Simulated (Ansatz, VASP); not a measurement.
CuO in VASP and in Ansatz

INCAR

```
PREC = Accurate
ENCUT = 520
EDIFF = 1E-6
ISMEAR = -1
SIGMA = 0.05
LREAL = F
LASPH = T
NELM = 150
ALGO = Normal
ISIF = 2
LWAVE = F
LCHARG = F
LMAXMIX = 4
LDAU = T
LDAUTYPE = 2
LDAUL = 2 -1
LDAUU = 5 0
LDAUJ = 0 0
LDAUPRINT = 1
GGA = PE
NBANDS = 25
```

Contents of KPOINTS:

```
regular mesh
0
Gamma
  9 9 5
```

Contents of POSCAR:

```
CuO
1.0
    3.2880244300      0.0000000000      0.0000000000
   -1.6440122100      2.8475126800      0.0000000000
    0.0000000000      0.0000000000      5.3850248600
Cu O
2 2
Direct
    0.6666666667      0.3333333333      0.0000000000
    0.3333333333      0.6666666667      0.5000000000
    0.6666666667      0.3333333333      0.6252000000
    0.3333333333      0.6666666667      0.1252000000
```

File input.yaml:

```yaml
crystal:
  lattice:
    - [3.28802443, 0.0, 0.0]
    - [-1.64401221, 2.84751268, 0.0]
    - [0.0, 0.0, 5.38502486]
  atoms:
    - { symbol: Cu, position: [0.6666666667, 0.3333333333, 0.0] }
    - { symbol: Cu, position: [0.3333333333, 0.6666666667, 0.5] }
    - { symbol: O, position: [0.6666666667, 0.3333333333, 0.6252] }
    - { symbol: O, position: [0.3333333333, 0.6666666667, 0.1252] }
hamiltonian:
  xc: pbe
  pseudopotentials: { kind: paw }
  hubbard: { sites: [{ species: Cu, l: d, u_eff: 5.0 }] }
kpoints:
  mp_grid: { grid: [9, 9, 5] }
  band_path:
    path:
      - [[0.0, 0.0, 0.0], [0.5, 0.0, 0.0], [0.3333333333, 0.3333333333, 0.0], [0.0, 0.0, 0.0], [0.0, 0.0, 0.5], [0.5, 0.0, 0.5], [0.3333333333, 0.3333333333, 0.5], [0.0, 0.0, 0.5]]
      - [[0.5, 0.0, 0.5], [0.5, 0.0, 0.0]]
      - [[0.3333333333, 0.3333333333, 0.0], [0.3333333333, 0.3333333333, 0.5]]
    npoints: 14
scf:
  occupations: { method: fermi_dirac, width: 0.05 }
  n_extra_bands: 10
output:
  forces: true
  stress: true
  eigenvalues: true
  fatbands: false
```

Alike in both runs: functional PBE; k mesh 9 × 9 × 5; occupations fermi-dirac, width 0.05 eV; no spin polarisation; Hubbard terms Cu d U = 5.0 eV.

```csv
,VASP,Ansatz
version,VASP 6.6.1,Ansatz 0.2.0
potentials or method,"VASP PAW PBE potentials, release 64 (Cu, O)",Ansatz PAW
plane-wave cutoff (eV),520,420
valence electrons in the cell,34,50
task,single point,band structure
```

Ansatz gave:

```
gap on the k mesh at the Fermi level (eV)                     : none
pressure (GPa)                                                : -6.4
traceless stress, the component that is largest in VASP (GPa) : 1.28
rms of the force components (eV/Å)                            : 0.040
```

Problem. What did VASP give for the same quantities?

Solution. gap on the k mesh at the Fermi level (eV): none; pressure (GPa): -10.0; traceless stress, the component that is largest in VASP (GPa): 1.17; rms of the force components (eV/Å): 0.019.

The programs project onto different local orbitals, so the same U acts differently, and such runs can settle in different states. Atom by atom the forces differ by 0.020 eV/Å (rms over components). A gap of «none» marks a metal or a gap that the smearing closes. VASP's potentials hold 34 valence electrons a cell and Ansatz's 50, so a difference there can come from the potentials and not from the codes.
